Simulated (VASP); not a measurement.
Input of a VASP 6.6.1 run:

File POSCAR:

```
Si3C
1.0
    1.6986092200      0.9806924904      5.8709470658
   -1.6986092200      0.9806924904      5.8709470658
    0.0000000000     -1.9613849808      5.8709470658
C Si
1 3
Direct
    0.9989692145     -0.0010307855     -0.0010307855
    0.4966194396      0.4966194396      0.4966194396
    0.3638777820      0.3638777820      0.3638777820
    0.8905335639      0.8905335639      0.8905335639
```

INCAR.step1

```
PREC     = Accurate       # precision mode
ENCUT    = 520            # plane-wave cutoff, eV
ISMEAR   = -1             # smearing method
SIGMA    = 0.02           # smearing width, eV
LREAL    = F              # projectors in reciprocal space
LASPH    = T              # aspherical terms in the spheres
NELM     = 60             # most SCF steps
NBANDS   = 16             # bands
GGA      = PE             # functional
ALGO     = Normal         # electronic algorithm
EDIFF    = 1E-4           # SCF threshold, eV
LWAVE    = T              # write WAVECAR
LCHARG   = F              # write CHGCAR
```

The input INCAR.step2:

```
PREC     = Accurate       # precision mode
ENCUT    = 520            # plane-wave cutoff, eV
EDIFF    = 1E-7           # SCF threshold, eV
ISMEAR   = -1             # smearing method
SIGMA    = 0.02           # smearing width, eV
LREAL    = F              # projectors in reciprocal space
LASPH    = T              # aspherical terms in the spheres
NELM     = 60             # most SCF steps
ALGO     = Normal         # electronic algorithm
ISIF     = 2              # what is computed and relaxed
LWAVE    = F              # write WAVECAR
LCHARG   = T              # write CHGCAR
METAGGA  = R2SCAN         # meta-GGA
LMIXTAU  = T            
LELF     = T              # ELF
LVHAR    = T            
NBANDS   = 16             # bands
ISTART   = 1
```

Contents of KPOINTS:

```
Automatic mesh
0
Gamma
  8 8 8
```

Potentials or basis: VASP PAW PBE potentials, release 64 (C, Si).

Run with:

```bash
$ cat potpaw_PBE.64/C/POTCAR potpaw_PBE.64/Si/POTCAR > POTCAR
$ cp INCAR.step1 INCAR
$ mpirun -np 1 vasp_std > vasp.out
$ cp INCAR.step2 INCAR
$ mpirun -np 1 vasp_std > vasp.out
```

**Question.** Predict the pressure.

**Answer.** -0.2 GPa.

**Question.** What does it give for the largest force?

**Answer.** 0.032 eV/Å.

Forces on the atoms (eV/Å):
```
C    0.000  0.000 -0.017
Si   0.000  0.000  0.024
Si   0.000  0.000  0.025
Si   0.000  0.000 -0.032
```

Caveat: the PAW data sets were made with another functional, which shifts forces and pressure a little.
